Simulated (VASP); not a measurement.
# KCl (P4/mmm) in VASP: notebook

The runs below take KCl through single point, with PBE.

Everything below comes from runs of VASP 6.6.1. Logs are shortened: lines on timing, memory, paths and dates and some standing lists are left out, and cuts for length are marked.

## 1. The cell of the first run

The structure is tetragonal, space group P4/mmm (No. 123). The conventional cell has a = 4.310 Å, b = 4.310 Å, c = 3.047 Å, α = 90.00°, β = 90.00°, γ = 90.00°. K (site symmetry 4/mmm) has 2 K at 3.05 Å and 8 Cl at 3.41 Å within 4.0 Å. Within 4.0 Å of Cl (site symmetry 4/mmm) lie 2 Cl at 3.05 Å and 8 K at 3.41 Å.

## 2. Single point, PBE

INCAR reads:

```
  PREC = Accurate
  ENCUT = 520
  EDIFF = 1E-7
  ISMEAR = 0
  SIGMA = 0.05
  LREAL = False
  LASPH = True
  NELM = 60
  ALGO = Normal
  ISIF = 2
  LWAVE = False
  LCHARG = True
  GGA = PE
  LELF = True
  LVHAR = True
  NBANDS = 15
```

KPOINTS reads:

```
Automatic mesh
0
Gamma
  8 8 8
```

POSCAR reads:

```
KCl
1.0
    4.3095687483      0.0000000000      0.0000000000
    0.0000000000      4.3095687483      0.0000000000
    0.0000000000      0.0000000000      3.0468651050
K Cl
1 1
Direct
    0.0000000000      0.0000000000      0.0000000000
    0.5000000000      0.5000000000      0.5000000000
```

Potentials or basis: VASP PAW PBE potentials, release 64 (K_sv, Cl).

Command:

```console
$ cat potpaw_PBE.64/K_sv/POTCAR potpaw_PBE.64/Cl/POTCAR > POTCAR
$ mpirun -np 1 vasp_std > vasp.out
```

OUTCAR:

```text
PREC = Accurate
   ENCUT = 520
   EDIFF = 1E-7
   ISMEAR = 0
   LREAL = False
   LASPH = True
   NELM = 60
   ISIF = 2
   GGA = PE

 ion  position               nearest neighbor table
   1  0.000  0.000  0.000-
   2  0.500  0.500  0.500-

  LATTYP: Found a simple tetragonal cell.
 ALAT       =     4.3095687483
 C/A-ratio  =     0.7070000000

  Lattice vectors:

 A1 = (   4.3095687483,   0.0000000000,   0.0000000000)
 A2 = (   0.0000000000,   4.3095687483,   0.0000000000)
 A3 = (   0.0000000000,   0.0000000000,   3.0468651050)

Analysis of symmetry for initial positions (statically):
=====================================================================
 Subroutine PRICEL returns:
 Original cell was already a primitive cell.

 Routine SETGRP: Setting up the symmetry group for a
 simple tetragonal supercell.

 Subroutine GETGRP returns: Found 16 space group operations
 (whereof 16 operations were pure point group operations)
 out of a pool of 16 trial point group operations.

The static configuration has the point symmetry D_4h.

Analysis of symmetry for dynamics (positions and initial velocities):
=====================================================================
 Subroutine PRICEL returns:
 Original cell was already a primitive cell.

 Routine SETGRP: Setting up the symmetry group for a
 simple tetragonal supercell.

 Subroutine GETGRP returns: Found 16 space group operations
 (whereof 16 operations were pure point group operations)
 out of a pool of 16 trial point group operations.

The dynamic configuration has the point symmetry D_4h.

 Subroutine INISYM returns: Found 16 space group operations
 (whereof 16 operations are pure point group operations),
 and found     1 'primitive' translations

----------------------------------------------------------------------------------------

                                     Primitive cell

  volume of cell :      56.5875

  direct lattice vectors                    reciprocal lattice vectors
     4.309568748  0.000000000  0.000000000     0.232041779  0.000000000  0.000000000
     0.000000000  4.309568748  0.000000000     0.000000000  0.232041779  0.000000000
     0.000000000  0.000000000  3.046865105     0.000000000  0.000000000  0.328206194

  length of vectors
     4.309568748  4.309568748  3.046865105     0.232041779  0.232041779  0.328206194

  position of ions in fractional coordinates (direct lattice)
     0.000000000  0.000000000  0.000000000
     0.500000000  0.500000000  0.500000000

  ion indices of the primitive-cell ions
   primitive index   ion index
                 1           1
                 2           2

----------------------------------------------------------------------------------------

 KPOINTS: Automatic mesh

Automatic generation of k-mesh.
 Grid dimensions read from file:
 generate k-points for:    8    8    8

 Generating k-lattice:

  Cartesian coordinates                     Fractional coordinates (reciprocal lattice)
     0.029005222  0.000000000  0.000000000     0.125000000  0.000000000  0.000000000
     0.000000000  0.029005222  0.000000000     0.000000000  0.125000000  0.000000000
     0.000000000  0.000000000  0.041025774     0.000000000  0.000000000  0.125000000

  Length of vectors
     0.029005222  0.029005222  0.041025774

  Shift w.r.t. Gamma in fractional coordinates (k-lattice)
     0.000000000  0.000000000  0.000000000

 Subroutine IBZKPT returns following result:
 ===========================================

 Found     75 irreducible k-points:

 Following reciprocal coordinates:
            Coordinates               Weight
  0.000000  0.000000  0.000000      1.000000
  0.125000  0.000000  0.000000      4.000000
  0.250000  0.000000  0.000000      4.000000
  0.375000  0.000000  0.000000      4.000000
  0.500000  0.000000  0.000000      2.000000
  0.125000  0.125000  0.000000      4.000000
[... 16 lines left out ...]
  0.375000  0.125000  0.125000     16.000000
  0.500000  0.125000  0.125000      8.000000
 [... further k-points ...]
   k-points           NKPTS =     75   k-points in BZ     NKDIM =     75   number of bands    NBANDS=     15
   number of dos      NEDOS =    301   number of ions     NIONS =      2
   total plane-waves  NPLWV =  24576
   dimension x,y,z NGX =    32 NGY =   32 NGZ =   24
   dimension x,y,z NGXF=    64 NGYF=   64 NGZF=   48
   ions per type =               1   1
   NGX,Y,Z   is equivalent  to a cutoff of  12.34, 12.34, 13.10 a.u.
   NGXF,Y,Z  is equivalent  to a cutoff of  24.69, 24.69, 26.19 a.u.
 SYSTEM =  unknown system
   PREC   = accura    normal or accurate (medium, high low for compatibility)
   ISTART =      0    job   : 0-new  1-cont  2-samecut
   ICHARG =      2    charge: 1-file 2-atom 10-const
   ISPIN  =      1    spin polarized calculation?
   LNONCOLLINEAR =      F non collinear calculations
   LSORBIT =      F    spin-orbit coupling
   LASPH  =      T    aspherical Exc in radial PAW
   ENCUT  =  520.0 eV  38.22 Ry    6.18 a.u.   8.01  8.01  5.67*2*pi/ulx,y,z
   NELM   =     60;   NELMIN=  2; NELMDL= -5     # of ELM steps
   EDIFF  = 0.1E-06   stopping-criterion for ELM
   LREAL  =      F    real-space projection
   EDIFFG = 0.1E-05   stopping-criterion for IOM
   NSW    =      0    number of steps for IOM
   IBRION =     -1    ionic relax: 0-MD 1-quasi-New 2-CG
   NFREE  =      0    steps in history (QN), initial steepest desc. (CG)
   ISIF   =      2    stress and relaxation
   ISYM   =      2    0-nonsym 1-usesym 2-fastsym
   POTIM  = 0.5000    time-step for ionic-motion
   TEBEG  =    0.0;   TEEND  =   0.0 temperature during run
   PSTRESS=    0.0 pullay stress
   NELECT =      16.0000    total number of electrons
   NUPDOWN=      -1.0000    fix difference up-down
   EMIN   =  10.00;   EMAX   =-10.00  energy-range for DOS
   EFERMI =   0.00;   METHOD = LEGACY
   ISMEAR =     0;   SIGMA  =   0.05  broadening in eV -4-tet -1-fermi 0-gaus
   EFERMI_NEDOS =   21; number of points for ismear=-14 and -15
   IALGO  =     38    algorithm
   IMIX   =      4    mixing-type and parameters
     AMIX     =   0.40;   BMIX     =  1.00
     AMIX_MAG =   1.60;   BMIX_MAG =  1.00
  volume/ion in A,a.u.               =      28.29       190.94
  Fermi-wavevector in a.u.,A,eV,Ry     =   1.074504  2.030517 15.708715  1.154558
  Thomas-Fermi vector in A             =   2.210334
   LORBIT       =      0    0 simple, 1 ext, 2 COOP (PROOUT), +10 PAW based schemes
   GGA     = PE    functional components
   LHFCALC =     F    Hartree Fock is set to
   AEXX    =    0.0000 exact exchange contribution
   IVDW    =     0    specifies the selected vdW correction
   LEPSILON=     F    determine dielectric tensor
   LRPA    =     F    only Hartree local field effects (RPA)
 non-spin polarized calculation
 Gauss-broadening in eV      SIGMA  =   0.05
  energy-cutoff  :      520.00
  volume of cell :       56.59
 maximum number of plane-waves:      1554
   NGX = 17   NGY = 17   NGZ = 11

 number of electron      16.0000003 magnetization

 Free energy of the ion-electron system (eV)
  ---------------------------------------------------
  ext. energy  EPLUGINS =         0.00000000
  ---------------------------------------------------
  free energy    TOTEN  =        -5.94808750 eV

  energy without entropy =       -5.94808750  energy(sigma->0) =       -5.94808750

 E-fermi :   1.5171     XC(G=0):  -8.0567

 val. band max:        1.2445114585   @ k =   0.5000   0.5000   0.0000
 cond. band min:       3.5002489772   @ k =   0.0000   0.0000   0.0000
 fundamental gap:      2.2557375186
 Fermi energy:         1.5171265608

 k-point     1 :       0.0000    0.0000    0.0000
  band No.  band energies     occupation
      1     -29.5352      2.00000
      2     -13.1647      2.00000
      3     -12.8864      2.00000
      4     -12.8864      2.00000
      5     -12.4438      2.00000
      6      -1.2829      2.00000
      7      -1.2829      2.00000
      8       1.1905      2.00000
      9       3.5002      0.00000
     10       4.9556      0.00000
     11       6.3259      0.00000
     12       8.0021      0.00000
     13      10.9047      0.00000
     14      10.9047      0.00000
     15      12.0871      0.00000

 k-point     2 :       0.1250    0.0000    0.0000
  band No.  band energies     occupation
      1     -29.5345      2.00000
      2     -13.2678      2.00000
      3     -12.8841      2.00000
      4     -12.7788      2.00000
      5     -12.4432      2.00000
      6      -1.4758      2.00000
      7      -1.3026      2.00000
      8       1.1908      2.00000
      9       3.7945      0.00000
     10       5.1901      0.00000
     11       6.3669      0.00000
     12       8.1115      0.00000
     13      10.8903      0.00000
     14      10.9245      0.00000
     15      11.9383      0.00000

 k-point     3 :       0.2500    0.0000    0.0000
  band No.  band energies     occupation
      1     -29.5328      2.00000
      2     -13.4161      2.00000
      3     -12.8787      2.00000
      4     -12.6191      2.00000
      5     -12.4418      2.00000
      6      -1.8771      2.00000
      7      -1.3497      2.00000
      8       1.1916      2.00000
      9       4.4749      0.00000
     10       5.8085      0.00000
     11       6.4885      0.00000
     12       8.4329      0.00000
     13      10.8587      0.00000
     14      10.9737      0.00000
     15      11.1538      0.00000
[... 343 lines left out ...]
 k-point    23 :       0.3750    0.1250    0.1250
  band No.  band energies     occupation
      1     -29.5021      2.00000
      2     -13.3976      2.00000
      3     -12.8633      2.00000
      4     -12.6595      2.00000
      5     -12.4951      2.00000
      6      -2.0291      2.00000
      7      -1.3847      2.00000
      8       0.5033      2.00000
      9       5.6705      0.00000
     10       6.6372      0.00000
     11       7.0698      0.00000
     12       8.6566      0.00000
     13       9.2680      0.00000
     14       9.7800      0.00000
     15      10.9271      0.00000

 k-point    24 :       0.5000    0.1250    0.1250
  band No.  band energies     occupation
      1     -29.5014      2.00000
      2     -13.4245      2.00000
      3     -12.8588      2.00000
      4     -12.6524      2.00000
      5     -12.4767      2.00000
      6      -2.1377      2.00000
      7      -1.3917      2.00000
      8       0.5131      2.00000
      9       6.1159      0.00000
     10       6.4866      0.00000
     11       7.3164      0.00000
     12       8.8075      0.00000
     13       9.1745      0.00000
     14       9.8837      0.00000
     15      10.3650      0.00000

 [... further k-points ...]

------------------------ aborting loop because EDIFF is reached ----------------------------------------

  FORCE on cell =-STRESS in cart. coord.  units (eV):
  Direction    XX          YY          ZZ          XY          YZ          ZX
  --------------------------------------------------------------------------------------
  -------------------------------------------------------------------------------------
  Total       -1.8587840     -1.8587840      5.1565509      0.0000000      0.0000000      0.0000000
  in kB      -52.6282162    -52.6282162    145.9987165      0.0000000      0.0000000      0.0000000
  external PRESSURE =      13.5807614 kB  Pullay stress =       0.0000000 kB

 VOLUME and BASIS-vectors are now :
 -----------------------------------------------------------------------------
  energy-cutoff  :      520.00
  volume of cell :       56.59
      direct lattice vectors                 reciprocal lattice vectors
     4.309568748  0.000000000  0.000000000     0.232041779  0.000000000  0.000000000
     0.000000000  4.309568748  0.000000000     0.000000000  0.232041779  0.000000000
     0.000000000  0.000000000  3.046865105     0.000000000  0.000000000  0.328206194

 POSITION                                       TOTAL-FORCE (eV/Angst)
 -----------------------------------------------------------------------------------
      0.00000      0.00000      0.00000         0.000000      0.000000      0.000000
      2.15478      2.15478      1.52343         0.000000      0.000000      0.000000
 -----------------------------------------------------------------------------------
    total drift:                                0.000000     -0.000000     -0.000000

  FREE ENERGIE OF THE ION-ELECTRON SYSTEM (eV)
  ---------------------------------------------------
  free  energy   TOTEN  =        -5.9480875046 eV

  energy  without entropy=       -5.9480875046  energy(sigma->0) =       -5.94808750
```

Run time: 63 s. Hardware: 1 thread of Intel Xeon 8259CL, shared host; peak memory 0.2 GiB.

Results:

```yaml
Free_energy: -5.9481 eV
Pressure: 1.4 GPa
Band_gap_on_the_k_mesh: 2.26 eV (least direct gap 2.31 eV)
```

Stress tensor (GPa, compression positive):
```
-5.26  0.00  0.00
 0.00 -5.26  0.00
 0.00  0.00 14.60
```

Levels at points of the mesh, in eV from the valence-band top:
```tsv
k point	band 6	band 7	band 8	band 9	band 10	band 11
(0.00, 0.00, 0.00)	-2.53	-2.53	-0.05	2.26	3.71	5.08
(0.50, 0.00, 0.00)	-3.59	-2.66	-0.05	4.43	4.99	5.97
(0.50, 0.50, 0.00)	-3.13	-3.13	0.00	3.54	6.38	7.24
(0.00, 0.00, 0.50)	-3.88	-1.98	-1.98	6.24	6.27	6.27
(0.50, 0.00, 0.50)	-3.62	-2.38	-1.83	4.25	4.61	5.22
(0.50, 0.50, 0.50)	-3.67	-2.58	-2.58	6.00	6.00	6.68
```

## 3. Single point, PBE

This run uses another cell than the first one, of the same volume but with other edges.

INCAR reads:

```
  PREC = Accurate
  ENCUT = 520
  EDIFF = 1E-6
  ISMEAR = 0
  SIGMA = 0.05
  LREAL = False
  LASPH = True
  NELM = 100
  ALGO = Normal
  ISIF = 2
  LWAVE = False
  LCHARG = False
  GGA = PE
  NBANDS = 15
```

KPOINTS reads:

```
regular mesh
0
Gamma
  8 8 8
```

POSCAR reads:

```
KCl
1.0
    3.4205069823      0.0000000000      0.0000000000
    0.0000000000      3.4205069823      0.0000000000
    0.0000000000      0.0000000000      4.8365968729
K Cl
1 1
Direct
    0.0000000000      0.0000000000      0.0000000000
    0.5000000000      0.5000000000      0.5000000000
```

Potentials or basis: VASP PAW PBE potentials, release 64 (K_sv, Cl).

Command:

```console
$ cat potpaw_PBE.64/K_sv/POTCAR potpaw_PBE.64/Cl/POTCAR > POTCAR
$ mpirun -np 1 vasp_std > vasp.out
```

Wall time 75 s (1 thread of Intel Xeon 8259CL, shared host); peak memory 0.21 GiB.

It converged, with:

```
Free energy            : -6.0053 eV
Pressure               : 0.2 GPa
Band gap on the k mesh : 2.48 eV (least direct gap 2.73 eV)
```

Stress tensor (GPa, compression positive):
```
  5.88   0.00   0.00
  0.00   5.88   0.00
  0.00   0.00 -11.18
```

Levels at points of the mesh, in eV from the valence-band top:
```tsv
k point	band 4	band 5	band 6	band 7	band 8	band 9	band 10	band 11	band 12	band 13
(0.00, 0.00, 0.00)	-13.23	-13.23	-1.96	-0.25	-0.25	2.48	5.47	5.85	9.02	9.02
(0.50, 0.00, 0.00)	-13.17	-12.86	-2.70	-1.84	-0.04	5.60	5.89	7.94	8.43	8.46
(0.50, 0.50, 0.00)	-13.13	-12.77	-2.00	-2.00	-1.30	4.14	5.84	6.13	6.13	10.33
(0.00, 0.00, 0.50)	-13.22	-12.73	-2.77	-0.30	-0.30	4.60	5.73	6.92	9.01	9.70
(0.50, 0.00, 0.50)	-13.17	-13.07	-2.42	-1.88	0.00	4.49	6.14	7.98	8.12	8.21
(0.50, 0.50, 0.50)	-13.15	-12.75	-2.15	-2.15	-1.81	5.80	7.55	7.97	7.97	8.03
```

 A k mesh can miss the band edges.

(Part 1 of 2 ends here.)
